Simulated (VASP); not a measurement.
# MnO (P6_3mc) in VASP: further runs

MnO is run at these levels: PBE+D3(BJ)+U, PBEsol+U; tasks: single point, relaxation of shape and atoms at fixed volume.

Everything below comes from runs of VASP 6.6.1. Logs are shortened: lines on timing, memory, paths and dates and some standing lists are left out, and cuts for length are marked.

## (1) The cell of the first run

It takes space group P6_3mc (No. 186, hexagonal). Conventional cell: a = 3.437 Å, b = 3.437 Å, c = 5.256 Å, α = 90.00°, β = 90.00°, γ = 120.00°. Mn (site symmetry 3m) has 4 O at 2.06 to 2.08 Å within 2.7 Å. O (site symmetry 3m) has 4 Mn at 2.06 to 2.08 Å within 2.7 Å.

## (2) Single point, PBE+D3(BJ)+U, collinear spin, ferromagnetic start (13.44 Å³/atom)

INCAR

```
SYSTEM = MnO
ALGO = Normal
EDIFF = 1E-6
ENCUT = 520
GGA = PE
ISIF = 2
ISMEAR = 0
ISPIN = 2
IVDW = 12
LASPH = .True.
LCHARG = .False.
LDAU = .True.
LDAUJ = 0 0
LDAUL = 2 -1
LDAUPRINT = 1
LDAUTYPE = 2
LDAUU = 3.9 0
LMAXMIX = 4
LORBIT = 11
LREAL = .False.
LWAVE = .False.
MAGMOM = 4.48 4.48 0.15 0.15
NBANDS = 31
NELM = 150
PREC = Accurate
SIGMA = 0.05
```

KPOINTS

```
k-points
0
Gamma
  8 8 4
  0 0 0
```

POSCAR

```
MnO
1.0
    3.4370122912      0.0000000000      0.0000000000
   -1.7185061456      2.9765399573      0.0000000000
    0.0000000000      0.0000000000      5.2555308628
Mn O
2 2
Direct
    0.3333333333      0.6666666667     -0.0048463825
    0.6666666667      0.3333333333      0.4951536175
    0.3333333333      0.6666666667      0.3912763825
    0.6666666667      0.3333333333      0.8912763825
```

Potentials or basis: VASP PAW PBE potentials, release 64 (Mn_pv, O).

Run with:

```
> cat potpaw_PBE.64/Mn_pv/POTCAR potpaw_PBE.64/O/POTCAR > POTCAR
> mpirun -np 1 vasp_std > vasp.out
```

OUTCAR:

```text
SYSTEM = MnO
   EDIFF = 1E-6
   ENCUT = 520
   GGA = PE
   ISIF = 2
   ISMEAR = 0
   ISPIN = 2
   IVDW = 12
   LASPH = .True.
   LORBIT = 11
   LREAL = .False.
   NELM = 150
   PREC = Accurate
 IVDW          = 12

 ion  position               nearest neighbor table
   1  0.333  0.667  0.995-   4 2.06   4 2.06   4 2.06   3 2.08
   2  0.667  0.333  0.495-   3 2.06   3 2.06   3 2.06   4 2.08
   3  0.333  0.667  0.391-   2 2.06   2 2.06   2 2.06   1 2.08
   4  0.667  0.333  0.891-   1 2.06   1 2.06   1 2.06   2 2.08

  LATTYP: Found a hexagonal cell.
 ALAT       =     3.4370122912
 C/A-ratio  =     1.5290986524

  Lattice vectors:

 A1 = (   3.4370122912,   0.0000000000,   0.0000000000)
 A2 = (  -1.7185061456,   2.9765399573,   0.0000000000)
 A3 = (   0.0000000000,   0.0000000000,   5.2555308628)

Analysis of symmetry for initial positions (statically):
=====================================================================
 Subroutine PRICEL returns:
 Original cell was already a primitive cell.

 Routine SETGRP: Setting up the symmetry group for a
 hexagonal supercell.

 Subroutine GETGRP returns: Found 12 space group operations
 (whereof  6 operations were pure point group operations)
 out of a pool of 24 trial point group operations.

The static configuration has the point symmetry C_3v.
 The point group associated with its full space group is C_6v.

Analysis of symmetry for dynamics (positions and initial velocities):
=====================================================================
 Subroutine PRICEL returns:
 Original cell was already a primitive cell.

 Routine SETGRP: Setting up the symmetry group for a
 hexagonal supercell.

 Subroutine GETGRP returns: Found 12 space group operations
 (whereof  6 operations were pure point group operations)
 out of a pool of 24 trial point group operations.

The dynamic configuration has the point symmetry C_3v.
 The point group associated with its full space group is C_6v.

Analysis of structural, dynamic, and magnetic symmetry:
=====================================================================
 Subroutine PRICEL returns:
 Original cell was already a primitive cell.

 Routine SETGRP: Setting up the symmetry group for a
 hexagonal supercell.

 Subroutine GETGRP returns: Found 12 space group operations
 (whereof  6 operations were pure point group operations)
 out of a pool of 24 trial point group operations.

The overall configuration has the point symmetry C_3v.
 The point group associated with its full space group is C_6v.

 Subroutine INISYM returns: Found 12 space group operations
 (whereof  6 operations are pure point group operations),
 and found     1 'primitive' translations

----------------------------------------------------------------------------------------

                                     Primitive cell

  volume of cell :      53.7662

  direct lattice vectors                    reciprocal lattice vectors
     3.437012291  0.000000000  0.000000000     0.290950371  0.167980275  0.000000000
[... 147 lines left out ...]
spin component  2

  0.0515 -0.0000 -0.0000  0.0156 -0.0000
 -0.0000  0.0304  0.0000 -0.0000  0.0156
 -0.0000  0.0000  0.0649  0.0000  0.0000
  0.0156 -0.0000  0.0000  0.0304  0.0000
 -0.0000  0.0156  0.0000  0.0000  0.0515

 occupancies and eigenvectors

  o =  0.0221  v =  0.0000  0.0000  0.0000  0.0000  0.0000 -0.4693  0.0004  0.0000  0.8830 -0.0002      0.0000  0.0000  0.0000  0.0000  0.0000  0.0000  0.0000  0.0000  0.0000  0.0000
  o =  0.0221  v =  0.0000  0.0000  0.0000  0.0000  0.0000 -0.0002 -0.8830 -0.0000  0.0004  0.4693      0.0000  0.0000  0.0000  0.0000  0.0000  0.0000  0.0000  0.0000  0.0000  0.0000
  o =  0.0598  v =  0.0000  0.0000  0.0000  0.0000  0.0000  0.8830  0.0001 -0.0000  0.4693  0.0001      0.0000  0.0000  0.0000  0.0000  0.0000  0.0000  0.0000  0.0000  0.0000  0.0000
  o =  0.0598  v =  0.0000  0.0000  0.0000  0.0000  0.0000 -0.0001  0.4693 -0.0000 -0.0001  0.8830      0.0000  0.0000  0.0000  0.0000  0.0000  0.0000  0.0000  0.0000  0.0000  0.0000
  o =  0.0649  v =  0.0000  0.0000  0.0000  0.0000  0.0000 -0.0000  0.0000  1.0000 -0.0000  0.0000      0.0000  0.0000  0.0000  0.0000  0.0000  0.0000  0.0000  0.0000  0.0000  0.0000
  o =  0.9452  v =  0.3233  0.0000  0.0000 -0.9463  0.0000  0.0000  0.0000  0.0000  0.0000  0.0000      0.0000  0.0000  0.0000  0.0000  0.0000  0.0000  0.0000  0.0000  0.0000  0.0000
  o =  0.9452  v =  0.0000  0.9463  0.0000  0.0000 -0.3233  0.0000  0.0000  0.0000  0.0000  0.0000      0.0000  0.0000  0.0000  0.0000  0.0000  0.0000  0.0000  0.0000  0.0000  0.0000
  o =  0.9505  v = -0.9463  0.0000  0.0000 -0.3233  0.0000  0.0000  0.0000  0.0000  0.0000  0.0000      0.0000  0.0000  0.0000  0.0000  0.0000  0.0000  0.0000  0.0000  0.0000  0.0000
  o =  0.9505  v =  0.0000  0.3233 -0.0000  0.0000  0.9463  0.0000  0.0000  0.0000  0.0000  0.0000      0.0000  0.0000  0.0000  0.0000  0.0000  0.0000  0.0000  0.0000  0.0000  0.0000
  o =  0.9516  v =  0.0000 -0.0000 -1.0000 -0.0000 -0.0000  0.0000  0.0000  0.0000  0.0000  0.0000      0.0000  0.0000  0.0000  0.0000  0.0000  0.0000  0.0000  0.0000  0.0000  0.0000

atom =   2  type =  1  l = 2

 onsite density matrix

spin component  1

  0.9499  0.0000 -0.0000 -0.0016 -0.0000
  0.0000  0.9457 -0.0000  0.0000 -0.0016
 -0.0000 -0.0000  0.9516 -0.0000  0.0000
 -0.0016  0.0000 -0.0000  0.9457  0.0000
 -0.0000 -0.0016  0.0000  0.0000  0.9499

spin component  2

  0.0515 -0.0000 -0.0000 -0.0156 -0.0000
 -0.0000  0.0304 -0.0000 -0.0000 -0.0156
 -0.0000 -0.0000  0.0649  0.0000  0.0000
 -0.0156 -0.0000  0.0000  0.0304 -0.0000
 -0.0000 -0.0156  0.0000 -0.0000  0.0515

 occupancies and eigenvectors

  o =  0.0221  v =  0.0000  0.0000  0.0000  0.0000  0.0000 -0.4693 -0.0005  0.0000 -0.8830 -0.0003      0.0000  0.0000  0.0000  0.0000  0.0000  0.0000  0.0000  0.0000  0.0000  0.0000
  o =  0.0221  v =  0.0000  0.0000  0.0000  0.0000  0.0000 -0.0003  0.8830 -0.0000 -0.0005  0.4693      0.0000  0.0000  0.0000  0.0000  0.0000  0.0000  0.0000  0.0000  0.0000  0.0000
  o =  0.0598  v =  0.0000  0.0000  0.0000  0.0000  0.0000  0.8830  0.0000  0.0000 -0.4693 -0.0001      0.0000  0.0000  0.0000  0.0000  0.0000  0.0000  0.0000  0.0000  0.0000  0.0000
  o =  0.0598  v =  0.0000  0.0000  0.0000  0.0000  0.0000  0.0001 -0.4693 -0.0000 -0.0000  0.8830      0.0000  0.0000  0.0000  0.0000  0.0000  0.0000  0.0000  0.0000  0.0000  0.0000
  o =  0.0649  v =  0.0000  0.0000  0.0000  0.0000  0.0000 -0.0000 -0.0000  1.0000  0.0000  0.0000      0.0000  0.0000  0.0000  0.0000  0.0000  0.0000  0.0000  0.0000  0.0000  0.0000
  o =  0.9452  v = -0.3233  0.0000 -0.0000 -0.9463 -0.0000  0.0000  0.0000  0.0000  0.0000  0.0000      0.0000  0.0000  0.0000  0.0000  0.0000  0.0000  0.0000  0.0000  0.0000  0.0000
  o =  0.9452  v =  0.0000 -0.9463  0.0000 -0.0000 -0.3233  0.0000  0.0000  0.0000  0.0000  0.0000      0.0000  0.0000  0.0000  0.0000  0.0000  0.0000  0.0000  0.0000  0.0000  0.0000
  o =  0.9505  v = -0.9463 -0.0000  0.0000  0.3233  0.0000  0.0000  0.0000  0.0000  0.0000  0.0000      0.0000  0.0000  0.0000  0.0000  0.0000  0.0000  0.0000  0.0000  0.0000  0.0000
  o =  0.9505  v =  0.0000 -0.3233 -0.0000 -0.0000  0.9463  0.0000  0.0000  0.0000  0.0000  0.0000      0.0000  0.0000  0.0000  0.0000  0.0000  0.0000  0.0000  0.0000  0.0000  0.0000
  o =  0.9516  v =  0.0000 -0.0000  1.0000 -0.0000  0.0000  0.0000  0.0000  0.0000  0.0000  0.0000      0.0000  0.0000  0.0000  0.0000  0.0000  0.0000  0.0000  0.0000  0.0000  0.0000

 number of electron      38.0000012 magnetization       9.9999818

 Free energy of the ion-electron system (eV)
  ---------------------------------------------------
  ext. energy  EPLUGINS =         0.00000000
  ---------------------------------------------------
  free energy    TOTEN  =       -30.78417680 eV

  energy without entropy =      -30.78406492  energy(sigma->0) =      -30.78412086

 E-fermi :   5.0573     XC(G=0): -10.4638

 val. band max:        5.0571127123   @ k =   0.0000   0.0000   0.0000
 cond. band min:       5.5614105142   @ k =   0.1250   0.0000   0.0000
 fundamental gap:      0.5042978018
 Fermi energy:         5.0572673103

 spin component 1

 k-point     1 :       0.0000    0.0000    0.0000
  band No.  band energies     occupation
      1     -44.7915      1.00000
      2     -44.7554      1.00000
      3     -44.7358      1.00000
      4     -44.7358      1.00000
      5     -44.7291      1.00000
      6     -44.7291      1.00000
[... 1625 lines left out ...]
     30      17.7064      0.00000
     31      18.7386      0.00000

 [... further k-points ...]

------------------------ aborting loop because EDIFF is reached ----------------------------------------

 Edisp (eV)   -1.00703

 E8    (eV) :    -0.4112

  FORCE on cell =-STRESS in cart. coord.  units (eV):
  Direction    XX          YY          ZZ          XY          YZ          ZX
  --------------------------------------------------------------------------------------
  -------------------------------------------------------------------------------------
  Total       1.52075     1.52075     1.39799     0.00000     0.00000     0.00000
  in kB      45.31690    45.31690    41.65856     0.00000     0.00000     0.00000
  external pressure =       44.10 kB  Pullay stress =        0.00 kB

 VOLUME and BASIS-vectors are now :
 -----------------------------------------------------------------------------
  energy-cutoff  :      520.00
  volume of cell :       53.77
      direct lattice vectors                 reciprocal lattice vectors
     3.437012291  0.000000000  0.000000000     0.290950371  0.167980275  0.000000000
    -1.718506146  2.976539957  0.000000000     0.000000000  0.335960550  0.000000000
     0.000000000  0.000000000  5.255530863     0.000000000  0.000000000  0.190275735

 POSITION                                       TOTAL-FORCE (eV/Angst)
 -----------------------------------------------------------------------------------
     -0.00000      1.98436      5.23006         0.000000     -0.000000     -0.024365
      1.71851      0.99218      2.60230        -0.000000      0.000000     -0.024365
     -0.00000      1.98436      2.05637         0.000000     -0.000000      0.024365
      1.71851      0.99218      4.68413        -0.000000     -0.000000      0.024365
 -----------------------------------------------------------------------------------
    total drift:                               -0.000000      0.000000     -0.000372

  FREE ENERGIE OF THE ION-ELECTRON SYSTEM (eV)
  ---------------------------------------------------
  free  energy   TOTEN  =       -31.7912102522 eV

  energy  without entropy=      -31.7910983708  energy(sigma->0) =      -31.79115431

 total charge

# of ion       s       p       d       tot
------------------------------------------
    1        0.237   6.222   4.951  11.410
    2        0.237   6.222   4.951  11.410
    3        1.552   3.475   0.000   5.028
    4        1.552   3.475   0.000   5.028
--------------------------------------------------
tot          3.579  19.394   9.901  32.874

 magnetization (x)

# of ion       s       p       d       tot
------------------------------------------
    1        0.036   0.053   4.505   4.594
    2        0.036   0.053   4.505   4.594
    3        0.014   0.100   0.000   0.114
    4        0.014   0.100   0.000   0.114
--------------------------------------------------
tot          0.100   0.306   9.009   9.415
```

Wall time 3.5 min (1 thread of Intel Xeon 8259CL, shared host); peak memory 0.24 GiB.

What came out:

* Free energy: -31.7912 eV
* Pressure: 4.4 GPa
* Largest force: 0.024 eV/Å
* Band gap on the k mesh: zero (filled and empty bands touch)
* Net moment: 10.00 μB per cell
* Site moments: Mn +4.59; O +0.11 μB
* Valence electrons inside the program's atomic spheres: Mn 11.41; O 5.03
* Dispersion energy per atom: -0.252 eV

Forces on the atoms (eV/Å):
```
Mn   0.000  0.000 -0.024
Mn   0.000  0.000 -0.024
O    0.000  0.000  0.024
O    0.000  0.000  0.024
```

Eigenvalues of the final occupation matrices:
```
    site  spin  trace               eigenvalues
site 1 d     1   4.74  0.95 0.95 0.95 0.95 0.95
site 1 d     2   0.23  0.02 0.02 0.06 0.06 0.06
site 2 d     1   4.74  0.95 0.95 0.95 0.95 0.95
site 2 d     2   0.23  0.02 0.02 0.06 0.06 0.06
```

Caveat: the cell stands under pressure; the run started ferromagnetic, and an antiferromagnetic order may lie lower in energy. The state reached can hang on the start; a lower one may exist.

## (3) Single point, PBEsol+U, collinear spin, ferromagnetic start (13.49 Å³/atom)

This run uses another cell than the first one, of 13.49 Å³/atom.

INCAR

```
PREC = Accurate ; ENCUT = 520
EDIFF = 1E-7 ; ISMEAR = 0
SIGMA = 0.05 ; LREAL = False
LASPH = True ; NELM = 150
ALGO = Normal ; ISIF = 2
LWAVE = False ; LCHARG = True
ISPIN = 2 ; MAGMOM = 4.47 4.47 0.14 0.14
LORBIT = 11 ; LMAXMIX = 4
LDAU = True ; LDAUTYPE = 2
LDAUL = 2 -1 ; LDAUU = 3.9 0
LDAUJ = 0 0 ; LDAUPRINT = 1
GGA = PS ; LELF = True
LVHAR = True ; NBANDS = 31
```

KPOINTS

```
regular mesh
0
Gamma
  8 8 4
```

POSCAR

```
MnO
1.0
    3.4221417718      0.0000000000      0.0000000000
   -1.7110708859      2.9636617097      0.0000000000
    0.0000000000      0.0000000000      5.3214081432
Mn O
2 2
Direct
    0.3333333333      0.6666666667     -0.0019152078
    0.6666666667      0.3333333333      0.4980847922
    0.3333333333      0.6666666667      0.3883452078
    0.6666666667      0.3333333333      0.8883452078
```

Potentials or basis: VASP PAW PBE potentials, release 64 (Mn_pv, O).

Run with:

```
> cat potpaw_PBE.64/Mn_pv/POTCAR potpaw_PBE.64/O/POTCAR > POTCAR
> mpirun -np 1 vasp_std > vasp.out
```

Wall time 2.9 min (1 thread of Intel Xeon 8259CL, shared host); peak memory 0.24 GiB.

The run converged. Its results:

| Item | Value |
| --- | --- |
| Free energy | -32.2075 eV |
| Pressure | 2.3 GPa |
| Largest force | 0.024 eV/Å |
| Band gap on the k mesh | zero (filled and empty bands touch) |
| Net moment | 10.00 μB per cell |
| Site moments | Mn +4.59; O +0.10 μB |
| Valence electrons inside the program's atomic spheres | Mn 11.41; O 5.00 |

Forces on the atoms (eV/Å):
```
Mn   0.000  0.000 -0.024
Mn   0.000  0.000 -0.024
O    0.000  0.000  0.024
O    0.000  0.000  0.024
```

Stress tensor (GPa, compression positive):
```
2.39 0.00 0.00
0.00 2.39 0.00
0.00 0.00 2.04
```

Levels at points of the mesh, in eV from the Fermi level:
Spin up:
```csv
k point,band 20,band 21,band 22,band 23,band 24,band 25,band 26,band 27,band 28,band 29
"(0.00, 0.00, 0.00)",-0.80,-0.80,-0.78,-0.39,0.00,0.00,4.27,6.23,11.62,11.62
"(0.50, 0.00, 0.00)",-3.01,-2.50,-2.38,-1.12,-1.07,4.59,4.85,6.35,7.86,9.53
"(0.00, 0.00, 0.50)",-1.79,-0.41,-0.41,-0.41,-0.41,1.87,1.87,9.01,9.01,11.72
"(0.50, 0.00, 0.50)",-3.08,-1.62,-1.62,-1.31,-1.31,4.33,4.33,6.84,6.84,10.46
```
Spin down:
```
           k point  band 10  band 11  band 12  band 13  band 14  band 15  band 16  band 17  band 18  band 19
(0.00, 0.00, 0.00)    -3.85    -3.85    -3.85    -3.85    -3.51     0.49     3.42     3.42     3.66     4.35
(0.50, 0.00, 0.00)    -4.88    -4.31    -3.86    -3.69    -3.65     2.11     2.82     3.07     3.74     3.83
(0.00, 0.00, 0.50)    -4.80    -3.86    -3.86    -3.86    -3.86     2.62     2.62     4.00     4.00     4.00
(0.50, 0.00, 0.50)    -5.47    -3.77    -3.77    -3.76    -3.76     2.72     2.72     3.84     3.84     4.13
```

Eigenvalues of the final occupation matrices:
| site | spin | trace | eigenvalues |
| --- | --- | --- | --- |
| site 1 d | 1 | 4.74 | 0.94 0.94 0.95 0.95 0.95 |
| site 1 d | 2 | 0.23 | 0.02 0.02 0.06 0.06 0.06 |
| site 2 d | 1 | 4.74 | 0.94 0.94 0.95 0.95 0.95 |
| site 2 d | 2 | 0.23 | 0.02 0.02 0.06 0.06 0.06 |

Caveat: the PAW data sets were made with another functional, which shifts forces and pressure a little; the run started ferromagnetic, and an antiferromagnetic order may lie lower in energy.

(Continued in part 2 of 3.)

The gap in the log of VASP goes by the Fermi energy; the results here count the filled bands.